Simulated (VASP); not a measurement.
A run of VASP 6.6.1 is set up as follows.

INCAR

```
SYSTEM = SnSe
PREC = Accurate
ENCUT = 520
EDIFF = 1E-7
ISMEAR = 0
SIGMA = 0.05
LREAL = .False.
LASPH = .True.
NELM = 60
ALGO = Normal
ISIF = 2
LWAVE = .False.
LCHARG = .False.
GGA = PE
IVDW = 12
NBANDS = 50
```

KPOINTS

```
regular mesh
0
Gamma
  2 6 4
  0 0 0
```

Contents of POSCAR:

```
SnSe
1.0
   11.5497116362      0.0000000000      0.0000000000
    0.0000000000      4.1796155874      0.0000000000
    0.0000000000      0.0000000000      4.3639879005
Sn Se
4 4
Direct
    0.1187011965      0.2500000000      0.0909687000
    0.3812988035      0.7500000000      0.5909687000
    0.6187011965      0.2500000000      0.4090313000
    0.8812988035      0.7500000000      0.9090313000
    0.3560306948      0.2500000000      0.0209207661
    0.1439693052      0.7500000000      0.5209207661
    0.8560306948      0.2500000000      0.4790792339
    0.6439693052      0.7500000000      0.9790792339
```

Potentials or basis: VASP PAW PBE potentials, release 64 (Sn_d, Se).

The run is started by

```console
$ cat potpaw_PBE.64/Sn_d/POTCAR potpaw_PBE.64/Se/POTCAR > POTCAR
$ mpirun -np 1 vasp_std > vasp.out
```

Question: What does it give for the band gap on the k mesh?

Answer: 0.57 eV.

Question: Estimate the dispersion energy per atom.

Answer: -0.367 eV.

Question: What does it give for the largest force?

Answer: 0.029 eV/Å.

Question: Estimate the pressure.

Answer: 0.0 GPa.

Stress tensor (GPa, compression positive):
```
 0.07  0.00  0.00
 0.00  0.02  0.00
 0.00  0.00 -0.05
```

Caveat: semilocal functionals underestimate gaps, and a narrow one can read as zero; spin-orbit coupling is left out, which moves the levels of the heavy elements.

**What was measured.**

“Linear dichroism of the optical properties of SnS and SnSe van der Waals crystals”, 2024, arxiv:2409.17412 reports, for a bulk crystal of SnSe at 20 K: band gap 0.99 eV (indirect).

Measured gap of SnSe: 0.99 eV (indirect; 20 K; “Linear dichroism of the optical properties of SnS and SnSe van der Waals crystals”, 2024, arxiv:2409.17412). This calculation gives 0.57 eV (-0.42 eV). 3 values of this kind are on record (0.89 to 1.07 eV); this one was drawn at random among those near their median. Spin-orbit coupling on Se, Sn is left out. The value is that of PBE+D3(BJ) on a finite k mesh, which can miss the band edges, without temperature or zero-point motion. Semilocal functionals fall short of measured gaps as a rule.
